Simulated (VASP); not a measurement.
Input of a VASP 6.6.1 run:

The input INCAR:

```
PREC = Accurate ; ENCUT = 520
EDIFF = 1E-7 ; ISMEAR = 0
SIGMA = 0.05 ; LREAL = False
LASPH = True ; NELM = 60
ALGO = Normal ; ISIF = 2
LWAVE = False ; LCHARG = False
GGA = CA ; NBANDS = 36
```

The input KPOINTS:

```
Automatic mesh
0
Gamma
  8 8 3
```

File POSCAR:

```
ZnS
1.0
    2.7046500000     -2.7046500000      0.0000000000
    2.7046500000      0.0000000000     -2.7046500000
    7.6633553100      4.2822723450      4.2822723450
Zn S
3 3
Direct
    0.6145652767      0.6145652767      0.1250333333
   -0.3299013900     -0.3299013900      0.7917000000
    0.1423319433      0.1423319433      0.4583666667
    0.3020402767      0.3020402767      0.8750333333
    0.7742736100      0.7742736100      0.5417000000
    0.2465069433      0.2465069433      0.2083666667
```

Potentials or basis: VASP PAW LDA potentials, release 64 (Zn, S).

The run is started by

```console
$ cat potpaw_LDA.64/Zn/POTCAR potpaw_LDA.64/S/POTCAR > POTCAR
$ mpirun -np 1 vasp_std > vasp.out
```

(1) What does it give for the pressure?

(2) Predict the band gap on the k mesh.

(3) What does it give for the largest force?

Answers

(1) -4.8 GPa.

(2) 0.88 eV, direct.

(3) 0.320 eV/Å.
